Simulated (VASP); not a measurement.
# Ir (Fm-3m) in VASP: notebook

Runs on Ir. Level: PBE. Tasks: single point, relaxation of cell and atoms.

Everything below comes from runs of VASP 6.6.1. Logs are shortened: lines on timing, memory, paths and dates and some standing lists are left out, and cuts for length are marked.

### 1 The cell of the first run

Symmetry: Fm-3m, No. 225, cubic system. Conventional cell: a = 3.658 Å, b = 3.658 Å, c = 3.658 Å, α = 90.00°, β = 90.00°, γ = 90.00°. Ir (site symmetry m-3m) has 12 Ir at 2.59 Å within 3.4 Å.

### 2 Single point, PBE

INCAR

```
SYSTEM = Ir
PREC = Accurate
ENCUT = 520
EDIFF = 1E-6
ISMEAR = 0
SIGMA = 0.1
LREAL = .FALSE.
LASPH = .TRUE.
NELM = 80
ALGO = Normal
ISIF = 2
LWAVE = .FALSE.
LCHARG = .TRUE.
GGA = PE
LELF = .TRUE.
LVHAR = .TRUE.
NBANDS = 10
```

KPOINTS

```
Automatic mesh
0
G
  20 20 20
  0 0 0
```

POSCAR

```
Ir
1.0
    0.0000000000      1.8291631503      1.8291631503
    1.8291631503      0.0000000000      1.8291631503
    1.8291631503      1.8291631503      0.0000000000
Ir
1
Direct
    0.0000000000      0.0000000000      0.0000000000
```

Potentials or basis: VASP PAW PBE potentials, release 64 (Ir).

On the command line:

```console
$ cat potpaw_PBE.64/Ir/POTCAR > POTCAR
$ mpirun -np 1 vasp_std > vasp.out
```

OUTCAR:

```text
SYSTEM = Ir
   PREC = Accurate
   ENCUT = 520
   EDIFF = 1E-6
   ISMEAR = 0
   LREAL = .FALSE.
   LASPH = .TRUE.
   NELM = 80
   ISIF = 2
   GGA = PE

 ion  position               nearest neighbor table
   1  0.000  0.000  0.000-

  LATTYP: Found a face centered cubic cell.
 ALAT       =     3.6583263006

  Lattice vectors:

 A1 = (   0.0000000000,   1.8291631503,   1.8291631503)
 A2 = (   1.8291631503,   0.0000000000,   1.8291631503)
 A3 = (   1.8291631503,   1.8291631503,   0.0000000000)

Analysis of symmetry for initial positions (statically):
=====================================================================
 Subroutine PRICEL returns:
 Original cell was already a primitive cell.

 Routine SETGRP: Setting up the symmetry group for a
 face centered cubic supercell.

 Subroutine GETGRP returns: Found 48 space group operations
 (whereof 48 operations were pure point group operations)
 out of a pool of 48 trial point group operations.

The static configuration has the point symmetry O_h .

Analysis of symmetry for dynamics (positions and initial velocities):
=====================================================================
 Subroutine PRICEL returns:
 Original cell was already a primitive cell.

 Routine SETGRP: Setting up the symmetry group for a
 face centered cubic supercell.

 Subroutine GETGRP returns: Found 48 space group operations
 (whereof 48 operations were pure point group operations)
 out of a pool of 48 trial point group operations.

The dynamic configuration has the point symmetry O_h .

 Subroutine INISYM returns: Found 48 space group operations
 (whereof 48 operations are pure point group operations),
 and found     1 'primitive' translations

----------------------------------------------------------------------------------------

                                     Primitive cell

  volume of cell :      12.2402

  direct lattice vectors                    reciprocal lattice vectors
     0.000000000  1.829163150  1.829163150    -0.273349045  0.273349045  0.273349045
     1.829163150  0.000000000  1.829163150     0.273349045 -0.273349045  0.273349045
     1.829163150  1.829163150  0.000000000     0.273349045  0.273349045 -0.273349045

  length of vectors
     2.586827335  2.586827335  2.586827335     0.473454434  0.473454434  0.473454434

  position of ions in fractional coordinates (direct lattice)
     0.000000000  0.000000000  0.000000000

  ion indices of the primitive-cell ions
   primitive index   ion index
                 1           1

----------------------------------------------------------------------------------------

 KPOINTS: Automatic mesh

Automatic generation of k-mesh.
 Grid dimensions read from file:
 generate k-points for:   20   20   20

 Generating k-lattice:

  Cartesian coordinates                     Fractional coordinates (reciprocal lattice)
    -0.013667452  0.013667452  0.013667452     0.050000000  0.000000000  0.000000000
     0.013667452 -0.013667452  0.013667452     0.000000000  0.050000000  0.000000000
     0.013667452  0.013667452 -0.013667452     0.000000000  0.000000000  0.050000000

  Length of vectors
     0.023672722  0.023672722  0.023672722

  Shift w.r.t. Gamma in fractional coordinates (k-lattice)
     0.000000000  0.000000000  0.000000000

 Subroutine IBZKPT returns following result:
 ===========================================

 Found    256 irreducible k-points:

 Following reciprocal coordinates:
            Coordinates               Weight
  0.000000  0.000000  0.000000      1.000000
  0.050000  0.000000  0.000000      8.000000
  0.100000  0.000000  0.000000      8.000000
  0.150000  0.000000  0.000000      8.000000
  0.200000  0.000000  0.000000      8.000000
  0.250000  0.000000  0.000000      8.000000
[... 16 lines left out ...]
 -0.400000  0.050000  0.000000     24.000000
 -0.350000  0.050000  0.000000     24.000000
 [... further k-points ...]
   k-points           NKPTS =    256   k-points in BZ     NKDIM =    256   number of bands    NBANDS=     10
   number of dos      NEDOS =    301   number of ions     NIONS =      1
   total plane-waves  NPLWV =   8000
   dimension x,y,z NGX =    20 NGY =   20 NGZ =   20
   dimension x,y,z NGXF=    40 NGYF=   40 NGZF=   40
   ions per type =               1
   NGX,Y,Z   is equivalent  to a cutoff of  12.85, 12.85, 12.85 a.u.
   NGXF,Y,Z  is equivalent  to a cutoff of  25.71, 25.71, 25.71 a.u.
 SYSTEM =  Ir
   PREC   = accura    normal or accurate (medium, high low for compatibility)
   ISTART =      0    job   : 0-new  1-cont  2-samecut
   ICHARG =      2    charge: 1-file 2-atom 10-const
   ISPIN  =      1    spin polarized calculation?
   LNONCOLLINEAR =      F non collinear calculations
   LSORBIT =      F    spin-orbit coupling
   LASPH  =      T    aspherical Exc in radial PAW
   ENCUT  =  520.0 eV  38.22 Ry    6.18 a.u.   4.81  4.81  4.81*2*pi/ulx,y,z
   NELM   =     80;   NELMIN=  2; NELMDL= -5     # of ELM steps
   EDIFF  = 0.1E-05   stopping-criterion for ELM
   LREAL  =      F    real-space projection
   EDIFFG = 0.1E-04   stopping-criterion for IOM
   NSW    =      0    number of steps for IOM
   IBRION =     -1    ionic relax: 0-MD 1-quasi-New 2-CG
   NFREE  =      0    steps in history (QN), initial steepest desc. (CG)
   ISIF   =      2    stress and relaxation
   ISYM   =      2    0-nonsym 1-usesym 2-fastsym
   POTIM  = 0.5000    time-step for ionic-motion
   TEBEG  =    0.0;   TEEND  =   0.0 temperature during run
   PSTRESS=    0.0 pullay stress
   NELECT =       9.0000    total number of electrons
   NUPDOWN=      -1.0000    fix difference up-down
   EMIN   =  10.00;   EMAX   =-10.00  energy-range for DOS
   EFERMI =   0.00;   METHOD = LEGACY
   ISMEAR =     0;   SIGMA  =   0.10  broadening in eV -4-tet -1-fermi 0-gaus
   EFERMI_NEDOS =   21; number of points for ismear=-14 and -15
   IALGO  =     38    algorithm
   IMIX   =      4    mixing-type and parameters
     AMIX     =   0.40;   BMIX     =  1.00
     AMIX_MAG =   1.60;   BMIX_MAG =  1.00
  volume/ion in A,a.u.               =      12.24        82.60
  Fermi-wavevector in a.u.,A,eV,Ry     =   1.477610  2.792278 29.706036  2.183332
  Thomas-Fermi vector in A             =   2.591993
   LORBIT       =      0    0 simple, 1 ext, 2 COOP (PROOUT), +10 PAW based schemes
   GGA     = PE    functional components
   LHFCALC =     F    Hartree Fock is set to
   AEXX    =    0.0000 exact exchange contribution
   IVDW    =     0    specifies the selected vdW correction
   LEPSILON=     F    determine dielectric tensor
   LRPA    =     F    only Hartree local field effects (RPA)
 non-spin polarized calculation
 Gauss-broadening in eV      SIGMA  =   0.10
  energy-cutoff  :      520.00
  volume of cell :       12.24
 maximum number of plane-waves:       343
   NGX =  9   NGY =  9   NGZ =  9

 number of electron       9.0000001 magnetization

 Free energy of the ion-electron system (eV)
  ---------------------------------------------------
  ext. energy  EPLUGINS =         0.00000000
  ---------------------------------------------------
  free energy    TOTEN  =        -8.30497787 eV

  energy without entropy =       -8.30293799  energy(sigma->0) =       -8.30395793

 E-fermi :  13.0671     XC(G=0): -14.8642

 val. band max:       13.0641905334   @ k =  -0.3500   0.3000   0.0000
 cond. band min:      13.0901738638   @ k =   0.3000   0.2000   0.0000
 fundamental gap:      0.0259833304
 Fermi energy:        13.0670597607

 k-point     1 :       0.0000    0.0000    0.0000
  band No.  band energies     occupation
      1       0.3635      2.00000
      2       8.2700      2.00000
      3       8.2700      2.00000
      4       8.2700      2.00000
      5      11.6501      2.00000
      6      11.6501      2.00000
      7      27.0377      0.00000
      8      33.5267      0.00000
      9      33.5267      0.00000
     10      33.5267      0.00000

 k-point     2 :       0.0500    0.0000    0.0000
  band No.  band energies     occupation
      1       0.4947      2.00000
      2       8.1924      2.00000
      3       8.3300      2.00000
      4       8.3300      2.00000
      5      11.6057      2.00000
      6      11.6057      2.00000
      7      27.2798      0.00000
      8      32.8562      0.00000
      9      33.7545      0.00000
     10      33.7545      0.00000

 k-point     3 :       0.1000    0.0000    0.0000
  band No.  band energies     occupation
      1       0.8752      2.00000
      2       7.9896      2.00000
      3       8.4919      2.00000
      4       8.4919      2.00000
      5      11.5005      2.00000
      6      11.5005      2.00000
      7      27.9561      0.00000
      8      31.5181      0.00000
      9      34.4210      0.00000
     10      34.4210      0.00000

 k-point     4 :       0.1500    0.0000    0.0000
  band No.  band energies     occupation
      1       1.4606      2.00000
      2       7.7454      2.00000
      3       8.6938      2.00000
      4       8.6938      2.00000
      5      11.4199      2.00000
      6      11.4199      2.00000
      7      28.8204      0.00000
      8      30.2317      0.00000
      9      35.4798      0.00000
     10      35.4798      0.00000
[... 222 lines left out ...]
 k-point    22 :      -0.4500    0.0500    0.0000
  band No.  band energies     occupation
      1       3.4692      2.00000
      2       8.0261      2.00000
      3       8.2178      2.00000
      4      11.3709      2.00000
      5      14.0908      0.00000
      6      14.8598      0.00000
      7      22.1946      0.00000
      8      26.9677      0.00000
      9      33.9284      0.00000
     10      34.4833      0.00000

 k-point    23 :      -0.4000    0.0500    0.0000
  band No.  band energies     occupation
      1       3.5065      2.00000
      2       8.1399      2.00000
      3       8.2989      2.00000
      4      10.5698      2.00000
      5      13.5842      0.00000
      6      14.5014      0.00000
      7      23.2333      0.00000
      8      27.4889      0.00000
      9      34.4029      0.00000
     10      35.5493      0.00000

 k-point    24 :      -0.3500    0.0500    0.0000
  band No.  band energies     occupation
      1       3.5287      2.00000
      2       8.3188      2.00000
      3       8.4533      2.00000
      4       9.4471      2.00000
      5      12.9028      1.97985
      6      13.9114      0.00000
      7      24.5684      0.00000
      8      28.5156      0.00000
      9      35.4108      0.00000
     10      37.1527      0.00000

 [... further k-points ...]

------------------------ aborting loop because EDIFF is reached ----------------------------------------

  FORCE on cell =-STRESS in cart. coord.  units (eV):
  Direction    XX          YY          ZZ          XY          YZ          ZX
  --------------------------------------------------------------------------------------
  -------------------------------------------------------------------------------------
  Total        7.0244566      7.0244566      7.0244566      0.0000000      0.0000000      0.0000000
  in kB      919.4666667    919.4666667    919.4666667      0.0000000      0.0000000      0.0000000
  external PRESSURE =     919.4666667 kB  Pullay stress =       0.0000000 kB

 VOLUME and BASIS-vectors are now :
 -----------------------------------------------------------------------------
  energy-cutoff  :      520.00
  volume of cell :       12.24
      direct lattice vectors                 reciprocal lattice vectors
     0.000000000  1.829163150  1.829163150    -0.273349045  0.273349045  0.273349045
     1.829163150  0.000000000  1.829163150     0.273349045 -0.273349045  0.273349045
     1.829163150  1.829163150  0.000000000     0.273349045  0.273349045 -0.273349045

 POSITION                                       TOTAL-FORCE (eV/Angst)
 -----------------------------------------------------------------------------------
      0.00000      0.00000      0.00000         0.000000      0.000000      0.000000
 -----------------------------------------------------------------------------------
    total drift:                               -0.000000      0.000000     -0.000000

  FREE ENERGIE OF THE ION-ELECTRON SYSTEM (eV)
  ---------------------------------------------------
  free  energy   TOTEN  =        -8.3049778678 eV

  energy  without entropy=       -8.3029379920  energy(sigma->0) =       -8.30395793
```

It took 36 s on 1 thread of AMD EPYC 7R43 (Zen 3), shared host; peak memory 0.12 GiB.

Results:

| Property | Result |
| --- | --- |
| Free energy | -8.3050 eV |
| Pressure | 91.9 GPa |

Caveat: spin-orbit coupling is left out, which moves the levels of the heavy elements.

(Part 1 of 2 ends here.)
